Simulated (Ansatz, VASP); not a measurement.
# Two plane-wave programs on C

```
CELL_PARAMETERS angstrom
-1.26370 1.26370 4.37760
1.26370 -1.26370 4.37760
1.26370 1.26370 -4.37760
ATOMIC_POSITIONS crystal
C 0.08333 0.08333 0.00000
C 0.83333 0.33333 0.50000
C 0.91667 0.91667 0.00000
C 0.66667 0.16667 0.50000
```

Alike in both runs: task relaxation of cell and atoms; functional PBE; k mesh 10 × 10 × 10; occupations gaussian, width 0.1 eV; no spin polarisation.

|  | VASP | Ansatz |
| --- | --- | --- |
| version | VASP 6.6.1 | Ansatz 0.2.0 |
| potentials or method | VASP PAW PBE potentials, release 64 (C), cutoff 600 eV | scalar-relativistic, plane waves, PAW |
| valence electrons in the cell | 16 | 16 |

VASP gave:

- gap on the k mesh at the Fermi level, each at its own relaxed structure (eV): none
- relaxed volume (Å³/atom): 6.97
- relaxed length of the cell vector where the two differ most in proportion (Å): 4.684

Task: Estimate Ansatz's values.

Result: gap on the k mesh at the Fermi level, each at its own relaxed structure (eV): none; relaxed volume (Å³/atom): 6.97; relaxed length of the cell vector where the two differ most in proportion (Å): 4.685.

A gap of «none» marks a metal or a gap that the smearing closes.
